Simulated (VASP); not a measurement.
# Si3N4 (Fd-3m) in VASP: notebook, part 2 of 2

VASP 6.6.1. The steps go on from the part before.

**4. Single point, PBE (8.69 Å³/atom)**

This run uses another cell than the first one, of 8.69 Å³/atom.

INCAR reads:

```
PREC = Accurate ; ENCUT = 520
EDIFF = 1E-7 ; ISMEAR = 0
SIGMA = 0.02 ; LREAL = False
LASPH = True ; NELM = 80
ALGO = Normal ; ISIF = 2
LWAVE = False ; LCHARG = False
GGA = PE ; NBANDS = 45
```

KPOINTS reads:

```
regular mesh
0
Gamma
  6 6 6
```

POSCAR reads:

```
Si3N4
1.0
    0.0000000000      3.9331817174      3.9331817174
    3.9331817174      0.0000000000      3.9331817174
    3.9331817174      3.9331817174      0.0000000000
Si N
6 8
Direct
    0.1250000000      0.1250000000      0.6250000000
    0.1250000000      0.6250000000      0.1250000000
    0.6250000000      0.1250000000      0.1250000000
    0.1250000000      0.1250000000      0.1250000000
    0.7500000000      0.7500000000      0.7500000000
    0.5000000000      0.5000000000      0.5000000000
    0.3673622536      0.3673622536      0.3673622536
    0.3520867608      0.8826377464      0.8826377464
    0.8826377464      0.8826377464      0.3520867608
    0.8826377464      0.3520867608      0.8826377464
    0.3673622536      0.3673622536      0.8979132392
    0.3673622536      0.8979132392      0.3673622536
    0.8826377464      0.8826377464      0.8826377464
    0.8979132392      0.3673622536      0.3673622536
```

Potentials or basis: VASP PAW PBE potentials, release 64 (Si, N).

Started as:

```bash
> cat potpaw_PBE.64/Si/POTCAR potpaw_PBE.64/N/POTCAR > POTCAR
> mpirun -np 1 vasp_std > vasp.out
```

OUTCAR:

```text
PREC = Accurate
   ENCUT = 520
   EDIFF = 1E-7
   ISMEAR = 0
   LREAL = False
   LASPH = True
   NELM = 80
   ISIF = 2
   GGA = PE

 ion  position               nearest neighbor table
   1  0.125  0.125  0.625-   7 1.91   8 1.91  10 1.91  12 1.91  13 1.91  14 1.91   4 2.78   2 2.78
                             3 2.78   4 2.78   2 2.78   3 2.78
   2  0.125  0.625  0.125-   7 1.91   8 1.91   9 1.91  11 1.91  13 1.91  14 1.91   4 2.78   1 2.78
                             1 2.78   3 2.78   4 2.78   3 2.78
   3  0.625  0.125  0.125-   7 1.91   9 1.91  10 1.91  11 1.91  12 1.91  13 1.91   4 2.78   1 2.78
                             2 2.78   1 2.78   2 2.78   4 2.78
   4  0.125  0.125  0.125-   8 1.91   9 1.91  10 1.91  11 1.91  12 1.91  14 1.91   1 2.78   2 2.78
                             3 2.78   1 2.78   2 2.78   3 2.78
   5  0.750  0.750  0.750-   8 1.81   9 1.81  10 1.81  13 1.81
   6  0.500  0.500  0.500-   7 1.81  11 1.81  12 1.81  14 1.81
   7  0.367  0.367  0.367-   6 1.81   2 1.91   3 1.91   1 1.91
   8  0.352  0.883  0.883-   5 1.81   2 1.91   4 1.91   1 1.91
   9  0.883  0.883  0.352-   5 1.81   3 1.91   4 1.91   2 1.91
  10  0.883  0.352  0.883-   5 1.81   3 1.91   4 1.91   1 1.91
[... 969 lines left out ...]
  Direction    XX          YY          ZZ          XY          YZ          ZX
  --------------------------------------------------------------------------------------
  -------------------------------------------------------------------------------------
  Total       -6.3007760     -6.3007760     -6.3007760      0.0000000     -0.0000000      0.0000000
  in kB      -82.9550048    -82.9550048    -82.9550048      0.0000000     -0.0000000      0.0000000
  external PRESSURE =     -82.9550048 kB  Pullay stress =       0.0000000 kB

 VOLUME and BASIS-vectors are now :
 -----------------------------------------------------------------------------
  energy-cutoff  :      520.00
  volume of cell :      121.69
      direct lattice vectors                 reciprocal lattice vectors
     0.000000000  3.933181717  3.933181717    -0.127123544  0.127123544  0.127123544
     3.933181717  0.000000000  3.933181717     0.127123544 -0.127123544  0.127123544
     3.933181717  3.933181717  0.000000000     0.127123544  0.127123544 -0.127123544

 POSITION                                       TOTAL-FORCE (eV/Angst)
 -----------------------------------------------------------------------------------
      2.94989      2.94989      0.98330        -0.000000     -0.000000     -0.000000
      2.94989      0.98330      2.94989        -0.000000     -0.000000     -0.000000
      0.98330      2.94989      2.94989        -0.000000     -0.000000     -0.000000
      0.98330      0.98330      0.98330        -0.000000     -0.000000     -0.000000
      5.89977      5.89977      5.89977        -0.000000     -0.000000     -0.000000
      3.93318      3.93318      3.93318        -0.000000     -0.000000     -0.000000
      2.88980      2.88980      2.88980         0.003414      0.003414      0.003414
      6.94315      4.85640      4.85640        -0.003414      0.003414      0.003414
      4.85640      4.85640      6.94315         0.003414      0.003414     -0.003414
      4.85640      6.94315      4.85640         0.003414     -0.003414      0.003414
      4.97656      4.97656      2.88980        -0.003414     -0.003414      0.003414
      4.97656      2.88980      4.97656        -0.003414      0.003414     -0.003414
      6.94315      6.94315      6.94315        -0.003414     -0.003414     -0.003414
      2.88980      4.97656      4.97656         0.003414     -0.003414     -0.003414
 -----------------------------------------------------------------------------------
    total drift:                               -0.000000     -0.000000     -0.000000

  FREE ENERGIE OF THE ION-ELECTRON SYSTEM (eV)
  ---------------------------------------------------
  free  energy   TOTEN  =      -112.3914066851 eV

  energy  without entropy=     -112.3914066851  energy(sigma->0) =     -112.39140669
```

OSZICAR:

```text
N       E                     dE             d eps       ncg     rms          rms(c)
DAV:   1     0.250562549686E+03    0.25056E+03   -0.32069E+04  1440   0.134E+03
DAV:   2    -0.106593769849E+03   -0.35716E+03   -0.34122E+03  1826   0.278E+02
DAV:   3    -0.124799580973E+03   -0.18206E+02   -0.18076E+02  1840   0.642E+01
DAV:   4    -0.125008813217E+03   -0.20923E+00   -0.20879E+00  1808   0.748E+00
DAV:   5    -0.125012805983E+03   -0.39928E-02   -0.39901E-02  1768   0.950E-01    0.253E+01
DAV:   6    -0.112428332423E+03    0.12584E+02   -0.43140E+01  1736   0.267E+01    0.114E+01
DAV:   7    -0.112407656055E+03    0.20676E-01   -0.21938E+00  1816   0.662E+00    0.551E+00
DAV:   8    -0.112389013313E+03    0.18643E-01   -0.89870E-02  1736   0.151E+00    0.187E+00
DAV:   9    -0.112390547794E+03   -0.15345E-02   -0.17810E-02  1816   0.743E-01    0.297E-01
DAV:  10    -0.112391299138E+03   -0.75134E-03   -0.13602E-03  1731   0.176E-01    0.116E-01
DAV:  11    -0.112391409754E+03   -0.11062E-03   -0.51596E-04  1656   0.106E-01    0.310E-02
DAV:  12    -0.112391405773E+03    0.39806E-05   -0.20385E-05  1816   0.247E-02    0.127E-02
DAV:  13    -0.112391406775E+03   -0.10013E-05   -0.86841E-06  1656   0.123E-02    0.600E-03
DAV:  14    -0.112391406685E+03    0.89548E-07   -0.74091E-07  1779   0.385E-03
   1 F= -.11239141E+03 E0= -.11239141E+03  d E =-.390538E-26
```

stdout:

```text
POSCAR found type information on POSCAR SiN
 POSCAR found :  2 types and      14 ions
 scaLAPACK will be used
 LDA part: xc-table for (Slater+PW92), standard interpolation
 POSCAR, INCAR and KPOINTS ok, starting setup
 FFT: planning ... GRIDC
 FFT: planning ... GRID_SOFT
 FFT: planning ... GRID
 WAVECAR not read
 entering main loop
```

Wall time 95 s (1 thread of Intel Xeon Platinum 8259CL at 2.50GHz (Skylake/Cascade Lake), shared host); peak memory 0.27 GiB.

What came out:

* Free energy: -112.3914 eV
* Pressure: -8.3 GPa
* Largest force: 0.006 eV/Å
* Band gap on the k mesh: 3.22 eV (least direct gap 3.27 eV)

Forces in eV/Å, atoms in the order of the input:
```
Si   0.000  0.000  0.000
Si   0.000  0.000  0.000
Si   0.000  0.000  0.000
Si   0.000  0.000  0.000
Si   0.000  0.000  0.000
Si   0.000  0.000  0.000
N    0.003  0.003  0.003
N   -0.003  0.003  0.003
N    0.003  0.003 -0.003
N    0.003 -0.003  0.003
N   -0.003 -0.003  0.003
N   -0.003  0.003 -0.003
N   -0.003 -0.003 -0.003
N    0.003 -0.003 -0.003
```

Caveat: the cell stands under tension. A k mesh can miss the band edges.

**5. Single point, PBE (8.95 Å³/atom)**

This run uses another cell than the first one, of 8.95 Å³/atom.

INCAR reads:

```
SYSTEM = Si3N4
PREC = Accurate ; ENCUT = 520
EDIFF = 1E-6 ; ISMEAR = 0
SIGMA = 0.02 ; LREAL = .FALSE.
LASPH = .TRUE. ; NELM = 100
ALGO = Normal ; ISIF = 2
LWAVE = .FALSE. ; LCHARG = .TRUE.
GGA = PE ; LELF = .TRUE.
LVHAR = .TRUE. ; NBANDS = 45
```

KPOINTS reads:

```
regular mesh
0
G
  6 6 6
  0 0 0
```

POSCAR reads:

```
Si3N4
1.0
    0.0000000000      3.9710030926      3.9710030926
    3.9710030926      0.0000000000      3.9710030926
    3.9710030926      3.9710030926      0.0000000000
Si N
6 8
Direct
    0.1250000000      0.1250000000      0.6250000000
    0.1250000000      0.6250000000      0.1250000000
    0.6250000000      0.1250000000      0.1250000000
    0.1250000000      0.1250000000      0.1250000000
    0.7500000000      0.7500000000      0.7500000000
    0.5000000000      0.5000000000      0.5000000000
    0.3671698263      0.3671698263      0.3671698263
    0.3515094788      0.8828301737      0.8828301737
    0.8828301737      0.8828301737      0.3515094788
    0.8828301737      0.3515094788      0.8828301737
    0.3671698263      0.3671698263      0.8984905212
    0.3671698263      0.8984905212      0.3671698263
    0.8828301737      0.8828301737      0.8828301737
    0.8984905212      0.3671698263      0.3671698263
```

Started as:

```bash
> cat potpaw_PBE.64/Si/POTCAR potpaw_PBE.64/N/POTCAR > POTCAR
> mpirun -np 1 vasp_std > vasp.out
```

It took 93 s on 1 thread of Intel Xeon Platinum 8259CL at 2.50GHz (Skylake/Cascade Lake), shared host; peak memory 0.28 GiB.

Results (log left out):

```yaml
Free_energy: -112.1321 eV
Pressure: -15.2 GPa
Largest_force: 0.005 eV/Å
Band_gap_on_the_k_mesh: 3.11 eV (least direct gap 3.17 eV)
```

Forces in eV/Å, atoms in the order of the input:
```
Si   0.000  0.000  0.000
Si   0.000  0.000  0.000
Si   0.000  0.000  0.000
Si   0.000  0.000  0.000
Si   0.000  0.000  0.000
Si   0.000  0.000  0.000
N    0.003  0.003  0.003
N   -0.003  0.003  0.003
N    0.003  0.003 -0.003
N    0.003 -0.003  0.003
N   -0.003 -0.003  0.003
N   -0.003  0.003 -0.003
N   -0.003 -0.003 -0.003
N    0.003 -0.003 -0.003
```

Levels at points of the mesh, in eV from the valence-band top:
| k point | band 29 | band 30 | band 31 | band 32 | band 33 | band 34 | band 35 | band 36 |
| --- | --- | --- | --- | --- | --- | --- | --- | --- |
| (0.00, 0.00, 0.00) | -0.11 | -0.06 | -0.06 | -0.06 | 3.11 | 3.11 | 3.11 | 4.38 |
| (0.50, 0.00, 0.00) | -0.46 | -0.46 | -0.29 | -0.29 | 4.63 | 5.56 | 5.56 | 5.71 |
| (0.50, 0.50, 0.00) | -1.03 | -1.03 | -0.36 | -0.36 | 6.27 | 6.27 | 6.63 | 6.63 |

Caveat: the cell stands under tension.

**6. Summary**

```tsv
cell	gap on the mesh (eV)	pressure (GPa)	largest force (eV/Å)
a = 5.452 Å, angles 60.0°, 14 atoms	3.45	9.3	0.01
a = 5.508 Å, angles 60.0°, 14 atoms	3.33	-0.2	0.01
a = 5.562 Å, angles 60.0°, 14 atoms	3.22	-8.3	0.01
a = 5.616 Å, angles 60.0°, 14 atoms	3.11	-15.2	-
```

Alike in all rows: task single point; level PBE; potentials or basis VASP PAW PBE potentials, release 64 (Si, N); no spin polarisation; k mesh 6 × 6 × 6; cutoff (eV) 520; smearing gaussian 0.02 eV.

Caveats: the cell stands under tension (at least some runs); the cell stands under pressure (at least some runs).

Total energies depend on the potentials used, so only differences within one code and one set of settings carry meaning.
